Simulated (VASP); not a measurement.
Set up this calculation in VASP 6.6.1, as the native input.

| Property | Result |
| --- | --- |
| Task | relaxation of cell and atoms |
| Functional | PBEsol |
| Potentials or basis | VASP PAW PBE potentials, release 64 (Zn, S) |
| Cutoff | 600 eV |
| k mesh | 12 × 12 × 4 |
| Occupations | fermi-dirac, width 0.02 eV |
| Spin | no spin polarisation |
| Dipole correction | no |
| Further INCAR settings | ALGO = Normal; EDIFF = 1e-06; IBRION = 2; EDIFFG = -0.01; NSW = 80; ISIF = 3 |

The structure of ZnS (Wurtzite-2H) lies in POSCAR:

```
ZnS
1.0
    3.8110000000      0.0000000000      0.0000000000
   -1.9055000000      3.3004228100      0.0000000000
    0.0000000000      0.0000000000      6.2340000000
Zn S
2 2
Direct
    0.3333333300      0.6666666700      0.0000000000
    0.6666666700      0.3333333300      0.5000000000
    0.3333333300      0.6666666700      0.3850000000
    0.6666666700      0.3333333300      0.8850000000
```

These files were run (other wordings do the same):

INCAR

```
ALGO = Normal
EDIFF = 1E-6
EDIFFG = -0.01
ENCUT = 600
GGA = PS
IBRION = 2
ISIF = 3
ISMEAR = -1
LASPH = T
LCHARG = F
LREAL = F
LWAVE = F
NELM = 100
NSW = 80
PREC = Accurate
SIGMA = 0.02
```

KPOINTS

```
k-points
0
Gamma
  12 12 4
```

Potentials or basis: VASP PAW PBE potentials, release 64 (Zn, S).

Launch:

```bash
$ cat potpaw_PBE.64/Zn/POTCAR potpaw_PBE.64/S/POTCAR > POTCAR
$ mpirun -np 1 vasp_std > vasp.out
```

It gave:

```yaml
Relaxed_volume: 19.28 Å³/atom
Relaxed_cell: a = 3.786 Å, b = 3.786 Å, c = 6.213 Å, α = 90.00°, β = 90.00°, γ = 120.00°
Space_group_after_relaxing_to_0.05_Å: P6_3mc (No. 186)
Energy_gained_by_relaxing: 6.5 meV/atom
Ionic_steps: 8
Pressure_after_relaxing: 0.0 GPa
Band_gap_on_the_k_mesh: 2.15 eV, direct
```

Caveat: the PAW data sets were made with another functional, which shifts forces and pressure a little.

Wall time 8 min on 1 thread of Intel Xeon 6975P-C (shared host), peak memory 0.28 GiB.
